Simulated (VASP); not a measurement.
Here is a VASP 6.6.1 calculation.

INCAR

```
SYSTEM = Sm2Si
PREC = Accurate
ENCUT = 500
EDIFF = 1E-6
ISMEAR = 0
SIGMA = 0.1
LREAL = .False.
LASPH = .True.
NELM = 200
ALGO = Normal
ISIF = 2
LWAVE = .False.
LCHARG = .False.
GGA = PE
NBANDS = 20
GGA_COMPAT = .False.
LMAXMIX = 6
```

Contents of KPOINTS:

```
regular mesh
0
Gamma
  12 12 8
  0 0 0
```

The input POSCAR:

```
Sm2Si
1.0
    4.0794260992      0.0000000000      0.0000000000
   -2.0397130496      3.5328866348      0.0000000000
    0.0000000000      0.0000000000      6.8280251228
Sm Si
2 1
Direct
    0.3333333333      0.6666666667      0.2405087353
    0.6666666667      0.3333333333      0.7594912647
    0.0000000000      0.0000000000      0.0000000000
```

Potentials or basis: VASP PAW PBE potentials, release 64 (Sm_3, Si), 4f in core.

Run with:

```console
$ cat potpaw_PBE.64/Sm_3/POTCAR potpaw_PBE.64/Si/POTCAR > POTCAR
$ mpirun -np 1 vasp_std > vasp.out
```

(1) Estimate the pressure.

(2) What does it give for the largest force?

(3) What does it give for the band gap on the k mesh?

## Answers

(1) 0.2 GPa.

(2) 0.036 eV/Å.

(3) zero (bands 13 and 14 overlap by 0.62 eV).

Caveat: spin-orbit coupling is left out, which moves the levels of the heavy elements; the 4f electrons are frozen in the core, so they carry no moment and show no levels.
